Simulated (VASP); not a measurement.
Wanted: the native input for a VASP 6.6.1 run.

```
Task                   : single point
Functional             : PBEsol
Potentials or basis    : VASP PAW PBE potentials, release 64 (P)
Cutoff                 : 520 eV
k mesh                 : 8 × 1 × 6
Occupations            : gaussian, width 0.05 eV
Spin                   : no spin polarisation
Dipole correction      : no
Further INCAR settings : ALGO = Normal; EDIFF = 1e-07; NBANDS = 18
```

The structure of P lies in POSCAR:

```
P
1.0
    3.2843671017      0.0000000000      0.0000000000
    0.0000000000     34.8747470704      0.0000000000
    0.0000000000      0.0000000000      4.2594336757
P
4
Direct
    0.0000000000      0.9696876236      0.5826201292
    0.0000000000      0.0303123764      0.4173798708
    0.5000000000      0.0303123764      0.0826201292
    0.5000000000      0.9696876236      0.9173798708
```

This cell differs from its parent crystal: strain -0.0400 x Voigt [0, 0, 1, 0, 0, 0].

The input as run:

INCAR

```
PREC     = Accurate       # precision mode
ENCUT    = 520            # plane-wave cutoff, eV
EDIFF    = 1E-7           # SCF threshold, eV
ISMEAR   = 0              # smearing method
SIGMA    = 0.05           # smearing width, eV
LREAL    = F              # projectors in reciprocal space
LASPH    = T              # aspherical terms in the spheres
NELM     = 100            # most SCF steps
ALGO     = Normal         # electronic algorithm
ISIF     = 2              # what is computed and relaxed
LWAVE    = F              # write WAVECAR
LCHARG   = F              # write CHGCAR
GGA      = PS             # functional
NBANDS   = 18             # bands
```

KPOINTS

```
Automatic mesh
0
Gamma
  8 1 6
```

Potentials or basis: VASP PAW PBE potentials, release 64 (P).

The run is started by

```console
$ cat potpaw_PBE.64/P/POTCAR > POTCAR
$ mpirun -np 1 vasp_std > vasp.out
```

Results of the run:

| Quantity | Value |
| --- | --- |
| Largest force | 0.604 eV/Å |
| Band gap on the k mesh | 0.43 eV, direct |

Caveat: the cell differs from its parent crystal (strain -0.0400 x Voigt [0, 0, 1, 0, 0, 0]); the PAW data sets were made with another functional, which shifts forces and pressure a little.

Run time: 2.3 min on 1 thread of Intel(R) Xeon(R) 6975P-C (Granite Rapids), on a shared host, peak memory 0.49 GiB.
